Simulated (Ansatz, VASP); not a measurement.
## One calculation of GaSnAs, two programs

```
Ga Sn As
1.0
     4.36402    0.00000    0.00000
    -2.18201    3.77935    0.00000
     0.00000    0.00000    4.38294
Ga Sn As
1 1 1
Direct
  0.33333 0.66667 0.50000
  0.00000 0.00000 0.00000
  0.66667 0.33333 0.50000
```

Change from the starting cell: species swapped into the CeCuSi type (P-6m2, No. 187).

Alike in both runs: task relaxation of cell and atoms; functional PBE; k mesh 12 × 12 × 10; occupations gaussian, width 0.1 eV; no spin polarisation.

|  | VASP | Ansatz |
| --- | --- | --- |
| version | VASP 6.6.1 | Ansatz 0.2.0 |
| potentials or method | VASP PAW PBE potentials, release 64 (Ga_d, Sn_d, As), cutoff 600 eV | scalar-relativistic, plane waves, PAW |
| valence electrons in the cell | 32 | 42 |

```tsv
	VASP	Ansatz	Ansatz less VASP
gap on the k mesh at the Fermi level, each at its own relaxed structure (eV)	none	none	-
relaxed volume (Å³/atom)	23.74	23.70	-0.043
relaxed cell length with the largest relative difference (Å)	4.007	4.000	-0.0073
```

A gap of «none» marks a metal or a gap that the smearing closes. VASP's potentials hold 32 valence electrons a cell and Ansatz's 42, so a difference there can come from the potentials and not from the codes.
